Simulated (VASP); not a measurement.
Input of a VASP 6.6.1 run:

INCAR

```
SYSTEM = HfO2
ALGO = Normal ; EDIFF = 1E-7
ENCUT = 520 ; ISIF = 2
ISMEAR = 0 ; LASPH = .TRUE.
LCHARG = .TRUE. ; LELF = .TRUE.
LREAL = .FALSE. ; LVHAR = .TRUE.
LWAVE = .FALSE. ; NBANDS = 56
NELM = 60 ; PREC = Accurate
SIGMA = 0.05
```

File KPOINTS:

```
k-points
0
G
  4 8 4
  0 0 0
```

POSCAR

```
HfO2
1.0
    5.4848720386      0.0000224040      0.0000722550
    0.0000132961      3.2553196537      0.0001512559
    0.0000842573      0.0002972015      6.3965470871
Hf O
4 8
Direct
    0.7543522122      0.2499414908      0.1133410722
    0.2456503569      0.7500294297      0.8866610779
    0.2543519205      0.2500493332      0.3866521858
    0.7456525118      0.7499701710      0.6133518027
    0.9749773289      0.7500368936      0.3385312285
    0.0250212479      0.2499791659      0.6614635303
    0.4749739470      0.7499699765      0.1614691979
    0.5250231934      0.2500223082      0.8385302402
    0.8592767606      0.7499862212      0.9265616963
    0.1407175270      0.2500034351      0.0734401307
    0.3592828047      0.7500133019      0.5734280459
    0.6407201890      0.2499982731      0.4265697916
```

Potentials or basis: VASP PAW LDA potentials, release 64 (Hf_pv, O).

Run with:

```bash
$ cat potpaw_LDA.64/Hf_pv/POTCAR potpaw_LDA.64/O/POTCAR > POTCAR
$ mpirun -np 1 vasp_std > vasp.out
```

Task: What does it give for the largest force?

Result: 0.055 eV/Å.

Task: What does it give for the band gap on the k mesh?

Result: 3.17 eV, direct.

Task: What does it give for the pressure?

Result: -2.9 GPa.

Forces on the atoms (eV/Å):
```
Hf   0.014  0.001 -0.049
Hf  -0.014  0.000  0.049
Hf   0.015  0.000  0.052
Hf  -0.015  0.000 -0.053
O    0.012  0.000  0.037
O   -0.012  0.000 -0.037
O    0.012  0.000 -0.037
O   -0.012  0.000  0.038
O    0.007  0.000  0.015
O   -0.006  0.000 -0.015
O    0.006  0.000 -0.013
O   -0.006  0.000  0.013
```

Caveat: the cell differs from its parent crystal (all atoms moved at random, sigma 0.15 Å a component, then relaxed in part); spin-orbit coupling is left out, which moves the levels of the heavy elements. A k mesh can miss the band edges.
